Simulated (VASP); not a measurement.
A run of VASP 6.6.1 is set up as follows.

INCAR

```
PREC     = Accurate       # precision mode
ENCUT    = 600            # plane-wave cutoff, eV
EDIFF    = 1E-7           # SCF threshold, eV
ISMEAR   = 0              # smearing method
SIGMA    = 0.02           # smearing width, eV
LREAL    = False          # projectors in reciprocal space
LASPH    = True           # aspherical terms in the spheres
NELM     = 60             # most SCF steps
ALGO     = Normal         # electronic algorithm
ISIF     = 4              # what is computed and relaxed
LWAVE    = False          # write WAVECAR
LCHARG   = False          # write CHGCAR
GGA      = PE             # functional
IBRION   = 2              # ionic algorithm
NSW      = 50             # ionic steps
EDIFFG   = -0.01          # ionic threshold
```

File KPOINTS:

```
Automatic mesh
0
Gamma
  8 8 8
```

File POSCAR:

```
BeZn3Se4
1.0
   -2.8248463617      2.8248463617      5.6317098312
    2.8248463617     -2.8248463617      5.6317098312
    2.8248463617      2.8248463617     -5.6317098312
Be Zn Se
1 3 4
Direct
    0.0000000000      0.0000000000      0.0000000000
    0.7500000000      0.2500000000      0.5000000000
    0.5000000000      0.5000000000      0.0000000000
    0.2500000000      0.7500000000      0.5000000000
    0.8850420761      0.3508940681      0.0000000000
    0.6491059319      0.6491059319      0.5341480080
    0.3508940681      0.8850420761      0.0000000000
    0.1149579239      0.1149579239      0.4658519920
```

Potentials or basis: VASP PAW PBE potentials, release 64 (Be, Zn, Se).

Command:

```sh
$ cat potpaw_PBE.64/Be/POTCAR potpaw_PBE.64/Zn/POTCAR potpaw_PBE.64/Se/POTCAR > POTCAR
$ mpirun -np 1 vasp_std > vasp.out
```

Task: Estimate the band gap on the k mesh.

Result: 1.62 eV.

Final structure:
```
Be Zn Se
1.0
    -2.82485    2.82485    5.63171
     2.82485   -2.82485    5.63171
     2.82485    2.82485   -5.63171
Be Zn Se
1 3 4
Direct
  0.00000 0.00000 0.00000
  0.75000 0.25000 0.50000
  0.50000 0.50000 0.00000
  0.25000 0.75000 0.50000
  0.88504 0.35089 0.00000
  0.64911 0.64911 0.53415
  0.35089 0.88504 0.00000
  0.11496 0.11496 0.46585
```

Caveat: the relaxation stopped at its first step, so nothing moved. A k mesh can miss the band edges.
